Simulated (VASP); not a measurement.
A run of VASP 6.6.1 is set up as follows.

File INCAR:

```
ALGO = Normal
EDIFF = 1E-6
ENCUT = 520
GGA = PS
ISIF = 2
ISMEAR = 0
LASPH = True
LCHARG = False
LREAL = False
LWAVE = False
NBANDS = 36
NELM = 100
PREC = Accurate
SIGMA = 0.05
```

File KPOINTS:

```
k-points
0
Gamma
  8 8 3
```

File POSCAR:

```
NbRu3
1.0
    2.7750600000      0.0000000000      0.0000000000
   -1.3875300000      2.4032700000      0.0000000000
    0.0000000000      0.0000000000      9.0132700000
Nb Ru
1 3
Direct
    0.0000000000      0.0000000000      0.5000000000
    0.0000000000      0.0000000000      0.0000000000
    0.3333333333      0.6666666667      0.7649100000
    0.3333333333      0.6666666667      0.2350900000
```

Potentials or basis: VASP PAW PBE potentials, release 64 (Nb_sv, Ru_pv).

The run is started by

```bash
$ cat potpaw_PBE.64/Nb_sv/POTCAR potpaw_PBE.64/Ru_pv/POTCAR > POTCAR
$ mpirun -np 1 vasp_std > vasp.out
```

Task: Estimate the pressure.

Result: -12.8 GPa.

Task: Predict the largest force.

Result: 0.285 eV/Å.

Stress tensor (GPa, compression positive):
```
-13.08   0.00   0.00
  0.00 -13.08   0.00
  0.00   0.00 -12.16
```

Caveat: the PAW data sets were made with another functional, which shifts forces and pressure a little.
